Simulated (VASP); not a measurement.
# Mg2NCl (R-3m) in VASP: a series of runs

Runs on Mg2NCl. Level: PBEsol. Tasks: single point.

Everything below comes from runs of VASP 6.6.1. Logs are shortened: lines on timing, memory, paths and dates and some standing lists are left out, and cuts for length are marked.

### 1 The cell of the first run

Symmetry: R-3m, No. 166, trigonal system. The conventional cell has a = 3.321 Å, b = 3.321 Å, c = 19.450 Å, α = 90.00°, β = 90.00°, γ = 120.00°. Within 3.0 Å of Mg (site symmetry 3m) lie 3 N at 2.21 Å and 3 Cl at 2.88 Å and 3 Mg at 2.91 Å. N (site symmetry -3m) has 6 Mg at 2.21 Å within 2.9 Å. Within 3.8 Å of Cl (site symmetry -3m) lie 6 Mg at 2.88 Å and 6 Cl at 3.32 Å and 6 N at 3.77 Å.

### 2 Single point, PBEsol (strain +0.000 along x and y, +0.080 along z)

File INCAR:

```
SYSTEM = Mg2NCl
ALGO = Normal
EDIFF = 1E-7
ENCUT = 520
GGA = PS
ISIF = 2
ISMEAR = 0
LASPH = .TRUE.
LCHARG = .TRUE.
LELF = .TRUE.
LREAL = .FALSE.
LVHAR = .TRUE.
LWAVE = .FALSE.
NBANDS = 16
NELM = 100
PREC = Accurate
SIGMA = 0.05
```

File KPOINTS:

```
k-points
0
G
  9 9 9
  0 0 0
```

File POSCAR:

```
Mg2NCl
1.0
    1.6606666161      0.9587863178      6.4832151600
   -1.6606666161      0.9587863178      6.4832151600
    0.0000000000     -1.9175726357      6.4832151600
Mg N Cl
2 1 1
Direct
    0.2228150000      0.2228150000      0.2228150000
    0.7771850000      0.7771850000      0.7771850000
    0.5000000000      0.5000000000      0.5000000000
    0.0000000000      0.0000000000      0.0000000000
```

Potentials or basis: VASP PAW PBE potentials, release 64 (Mg, N, Cl).

Run with:

```console
$ cat potpaw_PBE.64/Mg/POTCAR potpaw_PBE.64/N/POTCAR potpaw_PBE.64/Cl/POTCAR > POTCAR
$ mpirun -np 1 vasp_std > vasp.out
```

OUTCAR:

```text
SYSTEM = Mg2NCl
   EDIFF = 1E-7
   ENCUT = 520
   GGA = PS
   ISIF = 2
   ISMEAR = 0
   LASPH = .TRUE.
   LREAL = .FALSE.
   NELM = 100
   PREC = Accurate

 ion  position               nearest neighbor table
   1  0.223  0.223  0.223-   3 2.21   3 2.21   3 2.21   4 2.88   4 2.88   4 2.88   2 2.91   2 2.91
                             2 2.91
   2  0.777  0.777  0.777-   3 2.21   3 2.21   3 2.21   4 2.88   4 2.88   4 2.88   1 2.91   1 2.91
                             1 2.91
   3  0.500  0.500  0.500-   1 2.21   2 2.21   1 2.21   1 2.21   2 2.21   2 2.21
   4  0.000  0.000  0.000-   2 2.88   2 2.88   1 2.88   1 2.88   2 2.88   1 2.88

  LATTYP: Found a trigonal (rhomboedric) cell.
 ALAT       =     6.7608552435
 COS(alpha) =     0.8793321343

  Lattice vectors:

 A1 = (   1.6606666161,   0.9587863178,   6.4832151600)
 A2 = (  -1.6606666161,   0.9587863178,   6.4832151600)
 A3 = (   0.0000000000,  -1.9175726357,   6.4832151600)

Analysis of symmetry for initial positions (statically):
=====================================================================
 Subroutine PRICEL returns:
 Original cell was already a primitive cell.

 Routine SETGRP: Setting up the symmetry group for a
 trigonal (rhombohedral) supercell.

 Subroutine GETGRP returns: Found 12 space group operations
 (whereof 12 operations were pure point group operations)
 out of a pool of 12 trial point group operations.

The static configuration has the point symmetry D_3d.

Analysis of symmetry for dynamics (positions and initial velocities):
=====================================================================
 Subroutine PRICEL returns:
 Original cell was already a primitive cell.

 Routine SETGRP: Setting up the symmetry group for a
 trigonal (rhombohedral) supercell.

 Subroutine GETGRP returns: Found 12 space group operations
 (whereof 12 operations were pure point group operations)
 out of a pool of 12 trial point group operations.

The dynamic configuration has the point symmetry D_3d.

 Subroutine INISYM returns: Found 12 space group operations
 (whereof 12 operations are pure point group operations),
 and found     1 'primitive' translations

----------------------------------------------------------------------------------------

                                     Primitive cell

  volume of cell :      61.9364

  direct lattice vectors                    reciprocal lattice vectors
[... 93 lines left out ...]
   EDIFFG = 0.1E-05   stopping-criterion for IOM
   NSW    =      0    number of steps for IOM
   IBRION =     -1    ionic relax: 0-MD 1-quasi-New 2-CG
   NFREE  =      0    steps in history (QN), initial steepest desc. (CG)
   ISIF   =      2    stress and relaxation
   ISYM   =      2    0-nonsym 1-usesym 2-fastsym
   POTIM  = 0.5000    time-step for ionic-motion
   TEBEG  =    0.0;   TEEND  =   0.0 temperature during run
   PSTRESS=    0.0 pullay stress
   NELECT =      16.0000    total number of electrons
   NUPDOWN=      -1.0000    fix difference up-down
   EMIN   =  10.00;   EMAX   =-10.00  energy-range for DOS
   EFERMI =   0.00;   METHOD = LEGACY
   ISMEAR =     0;   SIGMA  =   0.05  broadening in eV -4-tet -1-fermi 0-gaus
   EFERMI_NEDOS =   21; number of points for ismear=-14 and -15
   IALGO  =     38    algorithm
   IMIX   =      4    mixing-type and parameters
     AMIX     =   0.40;   BMIX     =  1.00
     AMIX_MAG =   1.60;   BMIX_MAG =  1.00
  volume/ion in A,a.u.               =      15.48       104.49
  Fermi-wavevector in a.u.,A,eV,Ry     =   1.042636  1.970297 14.790763  1.087090
  Thomas-Fermi vector in A             =   2.177310
   LORBIT       =      0    0 simple, 1 ext, 2 COOP (PROOUT), +10 PAW based schemes
   GGA     = PS    functional components
   LHFCALC =     F    Hartree Fock is set to
   AEXX    =    0.0000 exact exchange contribution
   IVDW    =     0    specifies the selected vdW correction
   LEPSILON=     F    determine dielectric tensor
   LRPA    =     F    only Hartree local field effects (RPA)
 non-spin polarized calculation
 Gauss-broadening in eV      SIGMA  =   0.05
  energy-cutoff  :      520.00
  volume of cell :       61.94
 maximum number of plane-waves:      1683
   NGX = 25   NGY = 25   NGZ = 25

 number of electron      16.0000000 magnetization

 Free energy of the ion-electron system (eV)
  ---------------------------------------------------
  ext. energy  EPLUGINS =         0.00000000
  ---------------------------------------------------
  free energy    TOTEN  =       -18.68858210 eV

  energy without entropy =      -18.68858210  energy(sigma->0) =      -18.68858210

 E-fermi :   3.7729     XC(G=0):  -9.7660

 val. band max:        3.5249396244   @ k =   0.0000   0.0000   0.0000
 cond. band min:       4.6954582238   @ k =   0.0000   0.0000   0.0000
 fundamental gap:      1.1705185993
 Fermi energy:         3.7729424154

 k-point     1 :       0.0000    0.0000    0.0000
  band No.  band energies     occupation
      1     -12.6874      2.00000
      2      -9.2715      2.00000
      3      -2.6616      2.00000
      4       1.4716      2.00000
      5       1.4716      2.00000
      6       1.8888      2.00000
[... 433 lines left out ...]
      3      -2.2331      2.00000
      4      -1.3819      2.00000
      5       0.3189      2.00000
      6       0.6857      2.00000
[... 8 lines left out ...]
     15      12.3338      0.00000
     16      14.6923      0.00000

 [... further k-points ...]

------------------------ aborting loop because EDIFF is reached ----------------------------------------

  FORCE on cell =-STRESS in cart. coord.  units (eV):
  Direction    XX          YY          ZZ          XY          YZ          ZX
  --------------------------------------------------------------------------------------
  -------------------------------------------------------------------------------------
  Total       -1.5808517     -1.5808517     -5.5121371      0.0000000      0.0000000      0.0000000
  in kB      -40.8936374    -40.8936374   -142.5885398      0.0000000      0.0000000      0.0000000
  external PRESSURE =     -74.7919382 kB  Pullay stress =       0.0000000 kB

 VOLUME and BASIS-vectors are now :
 -----------------------------------------------------------------------------
  energy-cutoff  :      520.00
  volume of cell :       61.94
      direct lattice vectors                 reciprocal lattice vectors
     1.660666616  0.958786318  6.483215160     0.301083911  0.173830877  0.051414819
    -1.660666616  0.958786318  6.483215160    -0.301083911  0.173830877  0.051414819
     0.000000000 -1.917572636  6.483215160     0.000000000 -0.347661754  0.051414819

 POSITION                                       TOTAL-FORCE (eV/Angst)
 -----------------------------------------------------------------------------------
      0.00000     -0.00000      4.33367        -0.000000      0.000000     -0.674984
      0.00000     -0.00000     15.11597        -0.000000     -0.000000      0.674984
      0.00000     -0.00000      9.72482         0.000000      0.000000     -0.000000
      0.00000      0.00000      0.00000        -0.000000      0.000000      0.000000
 -----------------------------------------------------------------------------------
    total drift:                                0.000000     -0.000000      0.000000

  FREE ENERGIE OF THE ION-ELECTRON SYSTEM (eV)
  ---------------------------------------------------
  free  energy   TOTEN  =       -18.6885820972 eV

  energy  without entropy=      -18.6885820972  energy(sigma->0) =      -18.68858210
```

stdout:

```text
POSCAR found type information on POSCAR MgN Cl
 POSCAR found :  3 types and       4 ions
 scaLAPACK will be used
 -----------------------------------------------------------------------------
|                                                                             |
|                                                                             |
|     You enforced a specific xc type in the INCAR file but a different       |
|     I HOPE YOU KNOW WHAT YOU ARE DOING!                                     |
|                                                                             |
 -----------------------------------------------------------------------------

 LDA part: xc-table for (Slater+PW92), standard interpolation
 POSCAR, INCAR and KPOINTS ok, starting setup
 FFT: planning ... GRIDC
 FFT: planning ... GRID_SOFT
 FFT: planning ... GRID
 WAVECAR not read
 entering main loop
```

It took 3.7 min on 1 thread of Intel Xeon Platinum 8375C at 2.90GHz (Ice Lake), shared host; peak memory 0.39 GiB.

Results:

```
Free energy            : -18.6886 eV
Pressure               : -7.5 GPa
Largest force          : 0.675 eV/Å
Band gap on the k mesh : 1.17 eV
```

Forces in eV/Å, atoms in the order of the input:
```
Mg   0.000  0.000 -0.675
Mg   0.000  0.000  0.675
N    0.000  0.000  0.000
Cl   0.000  0.000  0.000
```

Levels at points of the mesh, in eV from the valence-band top:
```
           k point  band 6  band 7  band 8  band 9  band 10  band 11
(0.00, 0.00, 0.00)   -1.64    0.00    0.00    1.17     5.30     6.86
```

Caveat: the cell differs from its parent crystal (strain +0.000 along x and y, +0.080 along z); the stress differs along the axes, from -14 to -4 GPa; the PAW data sets were made with another functional, which shifts forces and pressure a little.

### 3 Single point, PBEsol (strain +0.080 along x and y, -0.080 along z)

File INCAR:

```
  ALGO = Normal
  EDIFF = 1E-6
  ENCUT = 520
  GGA = PS
  ISIF = 2
  ISMEAR = 0
  LASPH = True
  LCHARG = False
  LREAL = False
  LWAVE = False
  NBANDS = 16
  NELM = 60
  PREC = Accurate
  SIGMA = 0.05
```

File KPOINTS:

```
k-points
0
Gamma
  9 9 9
```

File POSCAR:

```
Mg2NCl
1.0
    1.7935199454      1.0354892232      5.5227388400
   -1.7935199454      1.0354892232      5.5227388400
    0.0000000000     -2.0709784465      5.5227388400
Mg N Cl
2 1 1
Direct
    0.2228150000      0.2228150000      0.2228150000
    0.7771850000      0.7771850000      0.7771850000
    0.5000000000      0.5000000000      0.5000000000
    0.0000000000      0.0000000000      0.0000000000
```

Potentials or basis: VASP PAW PBE potentials, release 64 (Mg, N, Cl).

Run with:

```console
$ cat potpaw_PBE.64/Mg/POTCAR potpaw_PBE.64/N/POTCAR potpaw_PBE.64/Cl/POTCAR > POTCAR
$ mpirun -np 1 vasp_std > vasp.out
```

It took 2.4 min on 1 thread of Intel Xeon Platinum 8375C at 2.90GHz (Ice Lake), shared host; peak memory 0.37 GiB.

It converged, with:

| Quantity | Value |
| --- | --- |
| Free energy | -18.3356 eV |
| Pressure | -8.6 GPa |
| Largest force | 0.147 eV/Å |
| Band gap on the k mesh | 1.86 eV |

Forces on the atoms (eV/Å):
```
Mg   0.000  0.000  0.147
Mg   0.000  0.000 -0.147
N    0.000  0.000  0.000
Cl   0.000  0.000  0.000
```

Stress tensor (GPa, compression positive):
```
-15.11   0.00   0.00
  0.00 -15.11   0.00
  0.00   0.00   4.47
```

Levels at points of the mesh, in eV from the valence-band top:
| k point | band 5 | band 6 | band 7 | band 8 | band 9 | band 10 | band 11 | band 12 |
| --- | --- | --- | --- | --- | --- | --- | --- | --- |
| (0.00, 0.00, 0.00) | -2.91 | -0.15 | -0.15 | 0.00 | 1.86 | 4.08 | 7.83 | 7.83 |

Caveat: the cell differs from its parent crystal (strain +0.080 along x and y, -0.080 along z); the stress differs along the axes, from -15 to 4 GPa; the PAW data sets were made with another functional, which shifts forces and pressure a little.

### 4 Single point, PBEsol (strain +0.040 along x and y, +0.000 along z)

File INCAR:

```
  PREC = Accurate
  ENCUT = 520
  EDIFF = 1E-6
  ISMEAR = 0
  SIGMA = 0.05
  LREAL = F
  LASPH = T
  NELM = 60
  ALGO = Normal
  ISIF = 2
  LWAVE = F
  LCHARG = F
  GGA = PS
  NBANDS = 16
```

File KPOINTS:

```
Automatic mesh
0
Gamma
  9 9 9
```

File POSCAR:

```
Mg2NCl
1.0
    1.7270932807      0.9971377705      6.0029770000
   -1.7270932807      0.9971377705      6.0029770000
    0.0000000000     -1.9942755411      6.0029770000
Mg N Cl
2 1 1
Direct
    0.2228150000      0.2228150000      0.2228150000
    0.7771850000      0.7771850000      0.7771850000
    0.5000000000      0.5000000000      0.5000000000
    0.0000000000      0.0000000000      0.0000000000
```

Run with:

```console
$ cat potpaw_PBE.64/Mg/POTCAR potpaw_PBE.64/N/POTCAR potpaw_PBE.64/Cl/POTCAR > POTCAR
$ mpirun -np 1 vasp_std > vasp.out
```

Run time: 2.4 min. Hardware: 1 thread of Intel Xeon Platinum 8375C at 2.90GHz (Ice Lake), shared host; peak memory 0.37 GiB.

Results (log left out):

* Free energy: -18.7279 eV
* Pressure: -8.6 GPa
* Largest force: 0.207 eV/Å
* Band gap on the k mesh: 1.82 eV

Forces on the atoms (eV/Å):
```
Mg   0.000  0.000 -0.207
Mg   0.000  0.000  0.207
N    0.000  0.000  0.000
Cl   0.000  0.000  0.000
```

Stress tensor (GPa, compression positive):
```
-10.76   0.00   0.00
  0.00 -10.76   0.00
  0.00   0.00  -4.20
```

Levels at points of the mesh, in eV from the valence-band top:
```
           k point  band 6  band 7  band 8  band 9  band 10  band 11
(0.00, 0.00, 0.00)   -0.67    0.00    0.00    1.82     4.76     7.93
```

Caveat: the cell differs from its parent crystal (strain +0.040 along x and y, +0.000 along z); the stress differs along the axes, from -11 to -4 GPa; the PAW data sets were made with another functional, which shifts forces and pressure a little. A k mesh can miss the band edges.

### 5 Summary

```csv
cell,gap on the mesh (eV),pressure (GPa),largest force (eV/Å)
"a = 6.761 Å, angles 28.4°, 4 atoms",1.17,-7.5,0.67
"a = 5.898 Å, angles 35.4°, 4 atoms",1.86,-8.6,0.15
"a = 6.326 Å, angles 31.7°, 4 atoms",1.82,-8.6,0.21
```

Alike in all rows: task single point; level PBEsol; potentials or basis VASP PAW PBE potentials, release 64 (Mg, N, Cl); no spin polarisation; k mesh 9 × 9 × 9; cutoff (eV) 520; smearing gaussian 0.05 eV.

Caveats: the PAW data sets were made with another functional, which shifts forces and pressure a little; the stress differs along the axes, from -14 to -4 GPa (at least some runs); the stress differs along the axes, from -15 to 4 GPa (at least some runs); the stress differs along the axes, from -11 to -4 GPa (at least some runs).

Total energies depend on the potentials used, so only differences within one code and one set of settings carry meaning.
